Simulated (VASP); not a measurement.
Input of a VASP 6.6.1 run:

INCAR

```
PREC = Accurate
ENCUT = 520
EDIFF = 1E-6
ISMEAR = 0
SIGMA = 0.1
LREAL = F
LASPH = T
NELM = 150
ALGO = Normal
ISIF = 2
LWAVE = F
LCHARG = F
ISPIN = 2
MAGMOM = 0 0 0 0 1 1
LORBIT = 11
GGA = PE
NBANDS = 39
```

KPOINTS

```
regular mesh
0
Gamma
  4 4 4
```

POSCAR

```
ZnBrF
1.0
    4.3485479197      0.0000000000      0.0000000000
    0.0000000000      4.3485479197      0.0000000000
    0.0000000000      0.0000000000      5.7991910001
Zn Br F
2 2 2
Direct
    0.5000000000      0.0000000000      0.8007597767
    0.0000000000      0.5000000000      0.1992402233
    0.5000000000      0.5000000000      0.5000000000
    0.0000000000      0.0000000000      0.5000000000
    0.0000000000      0.0000000000      0.0000000000
    0.5000000000      0.5000000000      0.0000000000
```

Potentials or basis: VASP PAW PBE potentials, release 64 (Zn, Br, F).

The run is started by

```sh
$ cat potpaw_PBE.64/Zn/POTCAR potpaw_PBE.64/Br/POTCAR potpaw_PBE.64/F/POTCAR > POTCAR
$ mpirun -np 1 vasp_std > vasp.out
```

Task: Estimate the largest force.

Result: 0.055 eV/Å.

Task: What does it give for the net moment?

Result: 0.00 μB per cell.

Task: Estimate the pressure.

Result: 0.3 GPa.

Stress tensor (GPa, compression positive):
```
0.39 0.00 0.00
0.00 0.39 0.00
0.00 0.00 0.20
```

Caveat: the k points lie up to 0.36 Å⁻¹ apart, too coarse for converged energies and pressures of a metal.
